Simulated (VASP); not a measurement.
# Pt (Pm-3m) in VASP: a series of runs, part 2 of 2

VASP 6.6.1. The steps go on from the part before.

### Step 4. Relaxation of cell and atoms, PBEsol, target pressure 10 GPa, at which the enthalpy is minimised

This run uses another cell than the first one, of 16.58 Å³/atom, 1.031 times its volume.

INCAR reads:

```
SYSTEM = Pt
PREC = Accurate
ENCUT = 600
EDIFF = 1E-6
ISMEAR = -1
SIGMA = 0.1
LREAL = .FALSE.
LASPH = .TRUE.
NELM = 80
ALGO = Normal
ISIF = 3
LWAVE = .FALSE.
LCHARG = .FALSE.
GGA = PS
IBRION = 2
NSW = 80
EDIFFG = -0.02
PSTRESS = 100.0
```

KPOINTS reads:

```
regular mesh
0
G
  9 9 9
  0 0 0
```

POSCAR reads:

```
Pt
1.0
    2.5500000000      0.0000000000      0.0000000000
    0.0000000000      2.5500000000      0.0000000000
    0.0000000000      0.0000000000      2.5500000000
Pt
1
Direct
    0.0000000000      0.0000000000      0.0000000000
```

Potentials or basis: VASP PAW PBE potentials, release 64 (Pt).

Started as:

```console
cat potpaw_PBE.64/Pt/POTCAR > POTCAR
mpirun -np 1 vasp_std > vasp.out
```

OUTCAR:

```text
SYSTEM = Pt
   PREC = Accurate
   ENCUT = 600
   EDIFF = 1E-6
   ISMEAR = -1
   LREAL = .FALSE.
   LASPH = .TRUE.
   NELM = 80
   ISIF = 3
   GGA = PS
   IBRION = 2
   NSW = 80
   EDIFFG = -0.02
   PSTRESS = 100.0

 ion  position               nearest neighbor table
   1  0.000  0.000  0.000-

  LATTYP: Found a simple cubic cell.
 ALAT       =     2.5500000000

  Lattice vectors:

 A1 = (   2.5500000000,   0.0000000000,   0.0000000000)
 A2 = (   0.0000000000,   2.5500000000,   0.0000000000)
 A3 = (   0.0000000000,   0.0000000000,   2.5500000000)

Analysis of symmetry for initial positions (statically):
=====================================================================
 Subroutine PRICEL returns:
 Original cell was already a primitive cell.

 Routine SETGRP: Setting up the symmetry group for a
 simple cubic supercell.

 Subroutine GETGRP returns: Found 48 space group operations
 (whereof 48 operations were pure point group operations)
 out of a pool of 48 trial point group operations.

The static configuration has the point symmetry O_h .

Analysis of symmetry for dynamics (positions and initial velocities):
=====================================================================
 Subroutine PRICEL returns:
 Original cell was already a primitive cell.

 Routine SETGRP: Setting up the symmetry group for a
 simple cubic supercell.

 Subroutine GETGRP returns: Found 48 space group operations
 (whereof 48 operations were pure point group operations)
 out of a pool of 48 trial point group operations.

The dynamic configuration has the point symmetry O_h .

 Subroutine INISYM returns: Found 48 space group operations
 (whereof 48 operations are pure point group operations),
 and found     1 'primitive' translations

----------------------------------------------------------------------------------------

                                     Primitive cell

  volume of cell :      16.5814

  direct lattice vectors                    reciprocal lattice vectors
     2.550000000  0.000000000  0.000000000     0.392156863  0.000000000  0.000000000
     0.000000000  2.550000000  0.000000000     0.000000000  0.392156863  0.000000000
     0.000000000  0.000000000  2.550000000     0.000000000  0.000000000  0.392156863

  length of vectors
     2.550000000  2.550000000  2.550000000     0.392156863  0.392156863  0.392156863

  position of ions in fractional coordinates (direct lattice)
     0.000000000  0.000000000  0.000000000

  ion indices of the primitive-cell ions
   primitive index   ion index
                 1           1

----------------------------------------------------------------------------------------

 KPOINTS: regular mesh

Automatic generation of k-mesh.
 Grid dimensions read from file:
 generate k-points for:    9    9    9

 Generating k-lattice:

  Cartesian coordinates                     Fractional coordinates (reciprocal lattice)
     0.043572985  0.000000000  0.000000000     0.111111111  0.000000000  0.000000000
     0.000000000  0.043572985  0.000000000     0.000000000  0.111111111  0.000000000
     0.000000000  0.000000000  0.043572985     0.000000000  0.000000000  0.111111111

  Length of vectors
     0.043572985  0.043572985  0.043572985

  Shift w.r.t. Gamma in fractional coordinates (k-lattice)
     0.000000000  0.000000000  0.000000000

 Subroutine IBZKPT returns following result:
 ===========================================

 Found     35 irreducible k-points:

 Following reciprocal coordinates:
            Coordinates               Weight
  0.000000  0.000000  0.000000      1.000000
  0.111111  0.000000  0.000000      6.000000
  0.222222  0.000000  0.000000      6.000000
  0.333333  0.000000  0.000000      6.000000
  0.444444  0.000000  0.000000      6.000000
  0.111111  0.111111  0.000000     12.000000
[... 16 lines left out ...]
  0.333333  0.333333  0.111111     24.000000
  0.444444  0.333333  0.111111     48.000000
 [... further k-points ...]
   k-points           NKPTS =     35   k-points in BZ     NKDIM =     35   number of bands    NBANDS=      9
   number of dos      NEDOS =    301   number of ions     NIONS =      1
   total plane-waves  NPLWV =   8000
   dimension x,y,z NGX =    20 NGY =   20 NGZ =   20
   dimension x,y,z NGXF=    40 NGYF=   40 NGZF=   40
   ions per type =               1
   NGX,Y,Z   is equivalent  to a cutoff of  13.04, 13.04, 13.04 a.u.
   NGXF,Y,Z  is equivalent  to a cutoff of  26.08, 26.08, 26.08 a.u.
 SYSTEM =  Pt
   PREC   = accura    normal or accurate (medium, high low for compatibility)
   ISTART =      0    job   : 0-new  1-cont  2-samecut
   ICHARG =      2    charge: 1-file 2-atom 10-const
   ISPIN  =      1    spin polarized calculation?
   LNONCOLLINEAR =      F non collinear calculations
   LSORBIT =      F    spin-orbit coupling
   LASPH  =      T    aspherical Exc in radial PAW
   ENCUT  =  600.0 eV  44.10 Ry    6.64 a.u.   5.09  5.09  5.09*2*pi/ulx,y,z
   NELM   =     80;   NELMIN=  2; NELMDL= -5     # of ELM steps
   EDIFF  = 0.1E-05   stopping-criterion for ELM
   LREAL  =      F    real-space projection
   EDIFFG = -.2E-01   stopping-criterion for IOM
   NSW    =     80    number of steps for IOM
   IBRION =      2    ionic relax: 0-MD 1-quasi-New 2-CG
   NFREE  =      1    steps in history (QN), initial steepest desc. (CG)
   ISIF   =      3    stress and relaxation
   ISYM   =      2    0-nonsym 1-usesym 2-fastsym
   POTIM  = 0.5000    time-step for ionic-motion
   TEBEG  =    0.0;   TEEND  =   0.0 temperature during run
   PSTRESS=  100.0 pullay stress
   NELECT =      10.0000    total number of electrons
   NUPDOWN=      -1.0000    fix difference up-down
   EMIN   =  10.00;   EMAX   =-10.00  energy-range for DOS
   EFERMI =   0.00;   METHOD = LEGACY
   ISMEAR =    -1;   SIGMA  =   0.10  broadening in eV -4-tet -1-fermi 0-gaus
   EFERMI_NEDOS =   21; number of points for ismear=-14 and -15
   IALGO  =     38    algorithm
   IMIX   =      4    mixing-type and parameters
     AMIX     =   0.40;   BMIX     =  1.00
     AMIX_MAG =   1.60;   BMIX_MAG =  1.00
  volume/ion in A,a.u.               =      16.58       111.90
  Fermi-wavevector in a.u.,A,eV,Ry     =   1.383146  2.613767 26.029204  1.913092
  Thomas-Fermi vector in A             =   2.507771
   LORBIT       =      0    0 simple, 1 ext, 2 COOP (PROOUT), +10 PAW based schemes
   GGA     = PS    functional components
   LHFCALC =     F    Hartree Fock is set to
   AEXX    =    0.0000 exact exchange contribution
   IVDW    =     0    specifies the selected vdW correction
   LEPSILON=     F    determine dielectric tensor
   LRPA    =     F    only Hartree local field effects (RPA)
 conjugate gradient relaxation of ions
 non-spin polarized calculation
  energy-cutoff  :      600.00
  volume of cell :       16.58
 maximum number of plane-waves:       565
   NGX = 11   NGY = 11   NGZ = 11

--------------------------------------- Ionic step        1  -------------------------------------------

 number of electron      10.0000000 magnetization

 number of electron       9.9999998 magnetization

 Free energy of the ion-electron system (eV)
  ---------------------------------------------------
  ext. energy  EPLUGINS =         0.00000000
  ---------------------------------------------------
  free energy    TOTEN  =        -6.41129477 eV

  energy without entropy =       -6.36785078  energy(sigma->0) =       -6.38957278

------------------------ aborting loop because EDIFF is reached ----------------------------------------

  FORCE on cell =-STRESS in cart. coord.  units (eV):
  Direction    XX          YY          ZZ          XY          YZ          ZX
  --------------------------------------------------------------------------------------
  -------------------------------------------------------------------------------------
  Total        1.1092134      1.1092134      1.1092134      0.0000000      0.0000000      0.0000000
  in kB      107.1778731    107.1778731    107.1778731      0.0000000      0.0000000      0.0000000
  external PRESSURE =       7.1778731 kB  Pullay stress =     100.0000000 kB
[... 61 lines left out ...]
--------------------------------------- Ionic step        3  -------------------------------------------

 number of electron       9.9999997 magnetization

 Free energy of the ion-electron system (eV)
  ---------------------------------------------------
  ext. energy  EPLUGINS =         0.00000000
  ---------------------------------------------------
  free energy    TOTEN  =        -6.41414685 eV

  energy without entropy =       -6.37056609  energy(sigma->0) =       -6.39235647

 E-fermi :   9.2995     XC(G=0): -12.9157

 val. band max:        9.2748829127   @ k =   0.3333   0.1111   0.1111
 cond. band min:       9.3364019487   @ k =   0.4444   0.1111   0.1111
 fundamental gap:      0.0615190360
 Fermi energy:         9.2995081659

 k-point     1 :       0.0000    0.0000    0.0000
  band No.  band energies     occupation
      1       0.1458      2.00000
      2       3.0213      2.00000
      3       3.0213      2.00000
      4       9.7544      0.02093
      5       9.7544      0.02093
      6       9.7544      0.02093
      7      24.9638      0.00000
      8      24.9638      0.00000
      9      24.9638      0.00000
[... 265 lines left out ...]
 k-point    24 :       0.4444    0.3333    0.1111
  band No.  band energies     occupation
      1       3.5886      2.00000
      2       4.5599      2.00000
      3       6.9321      2.00000
      4       7.3600      2.00000
      5       8.7354      1.99293
      6      12.3529      0.00000
      7      15.9585      0.00000
      8      22.5954      0.00000
      9      25.0467      0.00000

 [... further k-points ...]
[... 5 lines left out ...]
  --------------------------------------------------------------------------------------
  -------------------------------------------------------------------------------------
  Total        1.0363517      1.0363517      1.0363517     -0.0000000     -0.0000000      0.0000000
  in kB       99.8717413     99.8717413     99.8717413     -0.0000000     -0.0000000      0.0000000
  external PRESSURE =      -0.1282587 kB  Pullay stress =     100.0000000 kB
[... 20 lines left out ...]
  energy  without entropy=       -6.3705660937  energy(sigma->0) =       -6.39235647

  enthalpy is  TOTEN    =        -5.3764642047 eV   P V=        1.0376826466

 reached required accuracy - stopping structural energy minimisation
```

OSZICAR:

```text
N       E                     dE             d eps       ncg     rms          rms(c)
DAV:   1     0.411217278094E+02    0.41122E+02   -0.58944E+03   630   0.115E+03
DAV:   2    -0.635055227752E+01   -0.47472E+02   -0.46302E+02   668   0.193E+02
DAV:   3    -0.682605463803E+01   -0.47550E+00   -0.47063E+00   722   0.203E+01
[... 18 lines left out ...]
DAV:   1    -0.642069909676E+01    0.96468E-03   -0.13074E-01   637   0.391E+00    0.530E-01
DAV:   2    -0.641425791182E+01    0.64412E-02   -0.19807E-02   633   0.128E+00    0.181E-01
DAV:   3    -0.641411113844E+01    0.14677E-03   -0.80211E-04   650   0.238E-01    0.113E-01
DAV:   4    -0.641414689252E+01   -0.35754E-04   -0.77605E-05   649   0.665E-02    0.486E-03
DAV:   5    -0.641414685127E+01    0.41250E-07   -0.14318E-06   660   0.112E-02
   3 F= -.53764642E+01 E0= -.53546738E+01  d E =-.970056E-04
```

CONTCAR:

```text
Pt
   1.00000000000000
     2.5522607719656287    0.0000000000000000    0.0000000000000000
     0.0000000000000000    2.5522607719656287    0.0000000000000000
    -0.0000000000000000    0.0000000000000000    2.5522607719656287
  Pt
     1
Direct
     0.0000000000000000    0.0000000000000000    0.0000000000000000

  0.00000000E+00  0.00000000E+00  0.00000000E+00
```

Run time: 34 s. Hardware: 1 thread of Intel Xeon 8259CL, shared host; peak memory 0.13 GiB.

What came out:

```
Free energy                                            : -6.4141 eV
Relaxed volume                                         : 16.63 Å³/atom
Relaxed cell                                           : a = 2.552 Å, b = 2.552 Å, c = 2.552 Å, α = 90.00°, β = 90.00°, γ = 90.00°
Space group after relaxing (to 0.05 Å)                 : Pm-3m (No. 221)
Energy change on relaxing (the enthalpy is what falls) : -2.9 meV/atom
Ionic steps                                            : 3
Pressure after relaxing                                : 10.0 GPa
Band gap on the k mesh                                 : zero (band 5 reaches 11.20 eV, above the bottom of band 6 at 8.17 eV)
```

Step by step:
| step | energy change (eV) | largest force (eV/Å) | pressure (GPa) | volume (Å³) |
| --- | --- | --- | --- | --- |
| 1 | 0.0000 | 0.0000 | 10.72 | 16.58 |
| 2 | -0.0104 | 0.0000 | 7.90 | 16.76 |
| 3 | -0.0029 | 0.0000 | 9.99 | 16.63 |

Final structure:
```
Pt
1.0
     2.55226    0.00000    0.00000
     0.00000    2.55226    0.00000
     0.00000    0.00000    2.55226
Pt
1
Direct
  0.00000 0.00000 0.00000
```

Caveat: the cell is relaxed towards a set pressure, so the enthalpy falls and the energy may rise; the PAW data sets were made with another functional, which shifts forces and pressure a little; spin-orbit coupling is left out, which moves the levels of the heavy elements.

### Step 5. Relaxation of cell and atoms, PBEsol, target pressure 20 GPa, at which the enthalpy is minimised

This run uses another cell than the first one, of 16.58 Å³/atom, 1.031 times its volume.

INCAR reads:

```
SYSTEM = Pt
  PREC = Accurate
  ENCUT = 600
  EDIFF = 1E-6
  ISMEAR = -1
  SIGMA = 0.1
  LREAL = .FALSE.
  LASPH = .TRUE.
  NELM = 60
  ALGO = Normal
  ISIF = 3
  LWAVE = .FALSE.
  LCHARG = .FALSE.
  GGA = PS
  IBRION = 2
  NSW = 80
  EDIFFG = -0.02
  PSTRESS = 200.0
```

KPOINTS reads:

```
Automatic mesh
0
G
  9 9 9
  0 0 0
```

POSCAR is that of step 4.

Started as:

```console
cat potpaw_PBE.64/Pt/POTCAR > POTCAR
mpirun -np 1 vasp_std > vasp.out
```

It took 38 s on 1 thread of Intel Xeon 8259CL, shared host; peak memory 0.14 GiB.

It converged, with:

```yaml
Free_energy: -6.3624 eV
Relaxed_volume: 16.07 Å³/atom
Relaxed_cell: a = 2.523 Å, b = 2.523 Å, c = 2.523 Å, α = 90.00°, β = 90.00°, γ = 90.00°
Space_group_after_relaxing_to_0.05_Å: Pm-3m (No. 221)
Energy_change_on_relaxing_the_enthalpy_is_what_falls: +48.9 meV/atom
Ionic_steps: 4
Pressure_after_relaxing: 19.9 GPa
Band_gap_on_the_k_mesh: zero (band 5 reaches 11.92 eV, above the bottom of band 6 at 8.71 eV)
```

Step by step:
| step | energy change (eV) | largest force (eV/Å) | pressure (GPa) | volume (Å³) |
| --- | --- | --- | --- | --- |
| 1 | 0.0000 | 0.0000 | 10.72 | 16.58 |
| 2 | 0.4738 | 0.0000 | 65.67 | 14.38 |
| 3 | 0.0464 | 0.0000 | 19.54 | 16.09 |
| 4 | 0.0489 | 0.0000 | 19.93 | 16.07 |

Final structure:
```xyz
1
Lattice="2.5233 0.0000 0.0000 0.0000 2.5233 0.0000 0.0000 0.0000 2.5233" Properties=species:S:1:pos:R:3 pbc="T T T"
Pt    0.0000    0.0000    0.0000
```

Levels at points of the mesh, in eV from the Fermi level:
| k point | band 3 | band 4 | band 5 | band 6 | band 7 | band 8 |
| --- | --- | --- | --- | --- | --- | --- |
| (0.00, 0.00, 0.00) | -6.59 | 0.50 | 0.50 | 0.50 | 15.86 | 15.86 |

Caveat: the cell is relaxed towards a set pressure, so the enthalpy falls and the energy may rise; the PAW data sets were made with another functional, which shifts forces and pressure a little; spin-orbit coupling is left out, which moves the levels of the heavy elements.

### Step 6. Relaxation of cell and atoms, PBEsol, target pressure 30 GPa, at which the enthalpy is minimised

This run uses another cell than the first one, of 16.58 Å³/atom, 1.031 times its volume.

INCAR reads:

```
ALGO = Normal ; EDIFF = 1E-7
EDIFFG = -0.02 ; ENCUT = 600
GGA = PS ; IBRION = 2
ISIF = 3 ; ISMEAR = -1
LASPH = T ; LCHARG = F
LREAL = F ; LWAVE = F
NELM = 60 ; NSW = 80
PREC = Accurate ; PSTRESS = 300.0
SIGMA = 0.1
```

KPOINTS reads:

```
k-points
0
Gamma
  9 9 9
```

POSCAR is that of step 5.

Potentials or basis: VASP PAW PBE potentials, release 64 (Pt).

Started as:

```console
cat potpaw_PBE.64/Pt/POTCAR > POTCAR
mpirun -np 1 vasp_std > vasp.out
```

Wall time 68 s (1 thread of Intel Xeon 8259CL, shared host); peak memory 0.14 GiB.

Results (log left out):

| Item | Value |
| --- | --- |
| Free energy | -6.2894 eV |
| Relaxed volume | 15.59 Å³/atom |
| Relaxed cell | a = 2.498 Å, b = 2.498 Å, c = 2.498 Å, α = 90.00°, β = 90.00°, γ = 90.00° |
| Space group after relaxing (to 0.05 Å) | Pm-3m (No. 221) |
| Energy change on relaxing (the enthalpy is what falls) | +121.9 meV/atom |
| Ionic steps | 5 |
| Pressure after relaxing | 30.0 GPa |
| Band gap on the k mesh | zero (band 5 reaches 12.57 eV, above the bottom of band 6 at 9.20 eV) |

Step by step:
```csv
step,energy change (eV),largest force (eV/Å),pressure (GPa),volume (Å³)
1,0.0000,0.0000,10.72,16.58
2,2.0465,0.0000,185.42,12.24
3,0.1033,0.0000,27.65,15.70
4,0.1160,0.0000,29.26,15.63
5,0.1219,0.0000,30.01,15.59
```

Final structure:
```cif
data_structure
_symmetry_space_group_name_H-M 'P 1'
_symmetry_Int_Tables_number 1
_cell_length_a 2.4983
_cell_length_b 2.4983
_cell_length_c 2.4983
_cell_angle_alpha 90.000
_cell_angle_beta 90.000
_cell_angle_gamma 90.000
_cell_volume 15.59
loop_
_atom_site_label
_atom_site_type_symbol
_atom_site_fract_x
_atom_site_fract_y
_atom_site_fract_z
_atom_site_occupancy
Pt1 Pt 0.00000 0.00000 0.00000 1
```

Levels at points of the mesh, in eV from the Fermi level:
```
           k point  band 1  band 2  band 3  band 4  band 5  band 6  band 7  band 8  band 9
(0.00, 0.00, 0.00)   -9.78   -6.88   -6.88    0.54    0.54    0.54   16.03   16.03   16.03
```

Caveat: the cell is relaxed towards a set pressure, so the enthalpy falls and the energy may rise; the PAW data sets were made with another functional, which shifts forces and pressure a little; spin-orbit coupling is left out, which moves the levels of the heavy elements.

### Step 7. The runs side by side

```csv
task,cell,cutoff (eV),gap on the mesh (eV),pressure (GPa)
single point,"a = 2.524 Å, 1 atom",520,none,19.5
relaxation of cell and atoms,"relaxed from a = 2.550 Å, 1 atom",600,none,0.0
relaxation of cell and atoms,"relaxed to 10 GPa from a = 2.550 Å, 1 atom",600,none,10.0
relaxation of cell and atoms,"relaxed to 20 GPa from a = 2.550 Å, 1 atom",600,none,19.9
relaxation of cell and atoms,"relaxed to 30 GPa from a = 2.550 Å, 1 atom",600,none,30.0
```

Alike in all rows: level PBEsol; potentials or basis VASP PAW PBE potentials, release 64 (Pt); no spin polarisation; k mesh 9 × 9 × 9; smearing fermi-dirac 0.1 eV.

Caveats: the PAW data sets were made with another functional, which shifts forces and pressure a little; spin-orbit coupling is left out, which moves the levels of the heavy elements; the cell is relaxed towards a set pressure, so the enthalpy falls and the energy may rise (some runs).

Total energies depend on the potentials used, so only differences within one code and one set of settings carry meaning.
